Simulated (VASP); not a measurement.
# InP (v.bB) (F-43m) in VASP: a series of runs

Runs on InP (v.bB). Level: PBE. Tasks: single point.

Program: VASP 6.6.1. These are calculated values, not measurements. Logs are shortened: lines on timing, memory, paths and dates and some standing lists are left out, and cuts for length are marked.

### 1 The cell of the first run

Symmetry: F-43m, No. 216, cubic system. The conventional cell has a = 5.960 Å, b = 5.960 Å, c = 5.960 Å, α = 90.00°, β = 90.00°, γ = 90.00°. In (site symmetry -43m) has 4 P at 2.58 Å within 3.4 Å. P (site symmetry -43m) has 4 In at 2.58 Å within 3.4 Å.

### 2 Single point, PBE

Input file INCAR:

```
PREC = Accurate ; ENCUT = 500
EDIFF = 1E-6 ; ISMEAR = 0
SIGMA = 0.02 ; LREAL = F
LASPH = T ; NELM = 120
ALGO = Normal ; ISIF = 2
LWAVE = F ; LCHARG = F
GGA = PE ; NBANDS = 16
GGA_COMPAT = F
```

Input file KPOINTS:

```
regular mesh
0
Gamma
  8 8 8
```

Input file POSCAR:

```
InP
1.0
    0.0000000000      2.9798370697      2.9798370697
    2.9798370697      0.0000000000      2.9798370697
    2.9798370697      2.9798370697      0.0000000000
In P
1 1
Direct
    0.0000000000      0.0000000000      0.0000000000
    0.2500000000      0.2500000000      0.2500000000
```

Potentials or basis: VASP PAW PBE potentials, release 64 (In_d, P).

Run with:

```sh
> cat potpaw_PBE.64/In_d/POTCAR potpaw_PBE.64/P/POTCAR > POTCAR
> mpirun -np 1 vasp_std > vasp.out
```

OUTCAR:

```text
PREC = Accurate
   ENCUT = 500
   EDIFF = 1E-6
   ISMEAR = 0
   LREAL = F
   LASPH = T
   NELM = 120
   ISIF = 2
   GGA = PE

 ion  position               nearest neighbor table
   1  0.000  0.000  0.000-   2 2.58   2 2.58   2 2.58   2 2.58
   2  0.250  0.250  0.250-   1 2.58   1 2.58   1 2.58   1 2.58

  LATTYP: Found a face centered cubic cell.
 ALAT       =     5.9596741394

  Lattice vectors:

 A1 = (   0.0000000000,   2.9798370697,   2.9798370697)
 A2 = (   2.9798370697,   0.0000000000,   2.9798370697)
 A3 = (   2.9798370697,   2.9798370697,   0.0000000000)

Analysis of symmetry for initial positions (statically):
=====================================================================
 Subroutine PRICEL returns:
 Original cell was already a primitive cell.

 Routine SETGRP: Setting up the symmetry group for a
 face centered cubic supercell.

 Subroutine GETGRP returns: Found 24 space group operations
 (whereof 24 operations were pure point group operations)
 out of a pool of 48 trial point group operations.

The static configuration has the point symmetry T_d .

Analysis of symmetry for dynamics (positions and initial velocities):
=====================================================================
 Subroutine PRICEL returns:
 Original cell was already a primitive cell.

 Routine SETGRP: Setting up the symmetry group for a
 face centered cubic supercell.

 Subroutine GETGRP returns: Found 24 space group operations
 (whereof 24 operations were pure point group operations)
 out of a pool of 48 trial point group operations.

The dynamic configuration has the point symmetry T_d .

 Subroutine INISYM returns: Found 24 space group operations
 (whereof 24 operations are pure point group operations),
 and found     1 'primitive' translations

----------------------------------------------------------------------------------------

                                     Primitive cell

  volume of cell :      52.9185

  direct lattice vectors                    reciprocal lattice vectors
     0.000000000  2.979837070  2.979837070    -0.167794409  0.167794409  0.167794409
     2.979837070  0.000000000  2.979837070     0.167794409 -0.167794409  0.167794409
     2.979837070  2.979837070  0.000000000     0.167794409  0.167794409 -0.167794409

  length of vectors
     4.214125998  4.214125998  4.214125998     0.290628442  0.290628442  0.290628442

  position of ions in fractional coordinates (direct lattice)
     0.000000000  0.000000000  0.000000000
     0.250000000  0.250000000  0.250000000

  ion indices of the primitive-cell ions
   primitive index   ion index
                 1           1
                 2           2

----------------------------------------------------------------------------------------

 KPOINTS: regular mesh

Automatic generation of k-mesh.
 Grid dimensions read from file:
 generate k-points for:    8    8    8

 Generating k-lattice:

  Cartesian coordinates                     Fractional coordinates (reciprocal lattice)
    -0.020974301  0.020974301  0.020974301     0.125000000  0.000000000  0.000000000
     0.020974301 -0.020974301  0.020974301     0.000000000  0.125000000  0.000000000
     0.020974301  0.020974301 -0.020974301     0.000000000  0.000000000  0.125000000

  Length of vectors
     0.036328555  0.036328555  0.036328555

  Shift w.r.t. Gamma in fractional coordinates (k-lattice)
     0.000000000  0.000000000  0.000000000

 Subroutine IBZKPT returns following result:
 ===========================================

 Found     29 irreducible k-points:

 Following reciprocal coordinates:
            Coordinates               Weight
  0.000000  0.000000  0.000000      1.000000
  0.125000  0.000000  0.000000      8.000000
  0.250000  0.000000  0.000000      8.000000
  0.375000  0.000000  0.000000      8.000000
  0.500000  0.000000  0.000000      4.000000
  0.125000  0.125000  0.000000      6.000000
[... 16 lines left out ...]
  0.500000  0.250000  0.125000     48.000000
 -0.375000  0.250000  0.125000     24.000000
 [... further k-points ...]
   k-points           NKPTS =     29   k-points in BZ     NKDIM =     29   number of bands    NBANDS=     16
   number of dos      NEDOS =    301   number of ions     NIONS =      2
   total plane-waves  NPLWV =  32768
   dimension x,y,z NGX =    32 NGY =   32 NGZ =   32
   dimension x,y,z NGXF=    64 NGYF=   64 NGZF=   64
   ions per type =               1   1
   NGX,Y,Z   is equivalent  to a cutoff of  12.62, 12.62, 12.62 a.u.
   NGXF,Y,Z  is equivalent  to a cutoff of  25.25, 25.25, 25.25 a.u.
 SYSTEM =  unknown system
   PREC   = accura    normal or accurate (medium, high low for compatibility)
   ISTART =      0    job   : 0-new  1-cont  2-samecut
   ICHARG =      2    charge: 1-file 2-atom 10-const
   ISPIN  =      1    spin polarized calculation?
   LNONCOLLINEAR =      F non collinear calculations
   LSORBIT =      F    spin-orbit coupling
   LASPH  =      T    aspherical Exc in radial PAW
   ENCUT  =  500.0 eV  36.75 Ry    6.06 a.u.   7.68  7.68  7.68*2*pi/ulx,y,z
   NELM   =    120;   NELMIN=  2; NELMDL= -5     # of ELM steps
   EDIFF  = 0.1E-05   stopping-criterion for ELM
   LREAL  =      F    real-space projection
   EDIFFG = 0.1E-04   stopping-criterion for IOM
   NSW    =      0    number of steps for IOM
   IBRION =     -1    ionic relax: 0-MD 1-quasi-New 2-CG
   NFREE  =      0    steps in history (QN), initial steepest desc. (CG)
   ISIF   =      2    stress and relaxation
   ISYM   =      2    0-nonsym 1-usesym 2-fastsym
   POTIM  = 0.5000    time-step for ionic-motion
   TEBEG  =    0.0;   TEEND  =   0.0 temperature during run
   PSTRESS=    0.0 pullay stress
   NELECT =      18.0000    total number of electrons
   NUPDOWN=      -1.0000    fix difference up-down
   EMIN   =  10.00;   EMAX   =-10.00  energy-range for DOS
   EFERMI =   0.00;   METHOD = LEGACY
   ISMEAR =     0;   SIGMA  =   0.02  broadening in eV -4-tet -1-fermi 0-gaus
   EFERMI_NEDOS =   21; number of points for ismear=-14 and -15
   IALGO  =     38    algorithm
   IMIX   =      4    mixing-type and parameters
     AMIX     =   0.40;   BMIX     =  1.00
     AMIX_MAG =   1.60;   BMIX_MAG =  1.00
  volume/ion in A,a.u.               =      26.46       178.56
  Fermi-wavevector in a.u.,A,eV,Ry     =   1.142781  2.159544 17.768518  1.305949
  Thomas-Fermi vector in A             =   2.279478
   LORBIT       =      0    0 simple, 1 ext, 2 COOP (PROOUT), +10 PAW based schemes
   GGA     = PE    functional components
   LHFCALC =     F    Hartree Fock is set to
   AEXX    =    0.0000 exact exchange contribution
   IVDW    =     0    specifies the selected vdW correction
   LEPSILON=     F    determine dielectric tensor
   LRPA    =     F    only Hartree local field effects (RPA)
 non-spin polarized calculation
 Gauss-broadening in eV      SIGMA  =   0.02
  energy-cutoff  :      500.00
  volume of cell :       52.92
 maximum number of plane-waves:      1363
   NGX = 15   NGY = 15   NGZ = 15

 number of electron      18.0000005 magnetization

 Free energy of the ion-electron system (eV)
  ---------------------------------------------------
  ext. energy  EPLUGINS =         0.00000000
  ---------------------------------------------------
  free energy    TOTEN  =        -8.40625186 eV

  energy without entropy =       -8.40625186  energy(sigma->0) =       -8.40625186

 E-fermi :   4.7580     XC(G=0):  -9.0627

 val. band max:        4.6563413244   @ k =   0.0000   0.0000   0.0000
 cond. band min:       5.0946456955   @ k =   0.0000   0.0000   0.0000
 fundamental gap:      0.4383043710
 Fermi energy:         4.7580067359

 k-point     1 :       0.0000    0.0000    0.0000
  band No.  band energies     occupation
      1      -9.4397      2.00000
      2      -9.4397      2.00000
      3      -9.4397      2.00000
      4      -9.3112      2.00000
      5      -9.3112      2.00000
      6      -6.5298      2.00000
[... 8 lines left out ...]
     15      14.0247      0.00000
     16      14.0247      0.00000

 k-point     2 :       0.1250    0.0000    0.0000
  band No.  band energies     occupation
      1      -9.4548      2.00000
      2      -9.4334      2.00000
      3      -9.4334      2.00000
      4      -9.3111      2.00000
      5      -9.3111      2.00000
      6      -6.3654      2.00000
[... 8 lines left out ...]
     15      13.4173      0.00000
     16      13.7786      0.00000

 k-point     3 :       0.2500    0.0000    0.0000
  band No.  band energies     occupation
      1      -9.4898      2.00000
      2      -9.4200      2.00000
      3      -9.4200      2.00000
      4      -9.3089      2.00000
      5      -9.3089      2.00000
      6      -5.9072      2.00000
[... 8 lines left out ...]
     15      13.1978      0.00000
     16      13.6896      0.00000

 k-point     4 :       0.3750    0.0000    0.0000
  band No.  band energies     occupation
      1      -9.5232      2.00000
      2      -9.4099      2.00000
      3      -9.4099      2.00000
      4      -9.3032      2.00000
      5      -9.3032      2.00000
      6      -5.3021      2.00000
[... 8 lines left out ...]
     15      14.0797      0.00000
     16      14.0797      0.00000

 k-point     5 :       0.5000    0.0000    0.0000
  band No.  band energies     occupation
      1      -9.5367      2.00000
      2      -9.4068      2.00000
      3      -9.4068      2.00000
      4      -9.2998      2.00000
      5      -9.2998      2.00000
      6      -4.9656      2.00000
[... 8 lines left out ...]
     15      15.1761      0.00000
     16      15.1761      0.00000

 k-point     6 :       0.1250    0.1250    0.0000
  band No.  band energies     occupation
      1      -9.4664      2.00000
      2      -9.4273      2.00000
      3      -9.4273      2.00000
      4      -9.3161      2.00000
      5      -9.3069      2.00000
      6      -6.3109      2.00000
[... 8 lines left out ...]
     15      14.1592      0.00000
     16      14.1687      0.00000
[... 267 lines left out ...]
 k-point    21 :       0.5000    0.5000    0.0000
  band No.  band energies     occupation
      1      -9.5952      2.00000
      2      -9.3525      2.00000
      3      -9.3520      2.00000
      4      -9.3520      2.00000
      5      -9.2818      2.00000
      6      -4.3679      2.00000
[... 8 lines left out ...]
     15      15.3862      0.00000
     16      16.3125      0.00000

 k-point    22 :       0.3750    0.2500    0.1250
  band No.  band energies     occupation
      1      -9.5222      2.00000
      2      -9.4037      2.00000
      3      -9.3984      2.00000
      4      -9.3234      2.00000
      5      -9.2984      2.00000
      6      -5.5264      2.00000
[... 8 lines left out ...]
     15      14.7092      0.00000
     16      16.0434      0.00000

 k-point    23 :       0.5000    0.2500    0.1250
  band No.  band energies     occupation
      1      -9.5421      2.00000
      2      -9.3992      2.00000
      3      -9.3862      2.00000
      4      -9.3201      2.00000
      5      -9.2981      2.00000
      6      -4.9750      2.00000
[... 8 lines left out ...]
     15      15.2781      0.00000
     16      15.9189      0.00000

 k-point    24 :      -0.3750    0.2500    0.1250
  band No.  band energies     occupation
      1      -9.5493      2.00000
      2      -9.3987      2.00000
      3      -9.3820      2.00000
      4      -9.3152      2.00000
      5      -9.3001      2.00000
      6      -4.6758      2.00000
[... 8 lines left out ...]
     15      15.2248      0.00000
     16      15.7962      0.00000

 [... further k-points ...]
[... 5 lines left out ...]
  --------------------------------------------------------------------------------------
  -------------------------------------------------------------------------------------
  Total       -0.0207523     -0.0207523     -0.0207523      0.0000000      0.0000000      0.0000000
  in kB       -0.6283027     -0.6283027     -0.6283027      0.0000000      0.0000000      0.0000000
  external PRESSURE =      -0.6283027 kB  Pullay stress =       0.0000000 kB

 VOLUME and BASIS-vectors are now :
 -----------------------------------------------------------------------------
  energy-cutoff  :      500.00
  volume of cell :       52.92
      direct lattice vectors                 reciprocal lattice vectors
     0.000000000  2.979837070  2.979837070    -0.167794409  0.167794409  0.167794409
     2.979837070  0.000000000  2.979837070     0.167794409 -0.167794409  0.167794409
     2.979837070  2.979837070  0.000000000     0.167794409  0.167794409 -0.167794409

 POSITION                                       TOTAL-FORCE (eV/Angst)
 -----------------------------------------------------------------------------------
      0.00000      0.00000      0.00000         0.000000      0.000000      0.000000
      1.48992      1.48992      1.48992        -0.000000     -0.000000     -0.000000
 -----------------------------------------------------------------------------------
    total drift:                               -0.000000     -0.000000     -0.000000

  FREE ENERGIE OF THE ION-ELECTRON SYSTEM (eV)
  ---------------------------------------------------
  free  energy   TOTEN  =        -8.4062518631 eV

  energy  without entropy=       -8.4062518631  energy(sigma->0) =       -8.40625186
```

Wall time 29 s (1 thread of Intel Xeon 8259CL, shared host); peak memory 0.18 GiB.

Results:

- Free energy: -8.4063 eV
- Pressure: -0.1 GPa
- Band gap on the k mesh: 0.44 eV, direct

Levels at points of the mesh, in eV from the valence-band top:
```tsv
k point	band 5	band 6	band 7	band 8	band 9	band 10	band 11	band 12	band 13	band 14
(0.00, 0.00, 0.00)	-13.97	-11.19	0.00	0.00	0.00	0.44	4.09	4.09	4.09	8.35
(0.50, 0.00, 0.00)	-13.96	-9.62	-5.47	-0.90	-0.90	1.38	4.80	4.80	6.99	9.26
(0.50, 0.50, 0.00)	-13.94	-9.02	-5.54	-2.16	-2.16	1.85	2.26	8.91	9.26	9.26
```

Caveat: spin-orbit coupling is left out, which moves the levels of the heavy elements. As with any semilocal functional, this PBE gap is likely too small.

(Continued in part 2 of 2.)
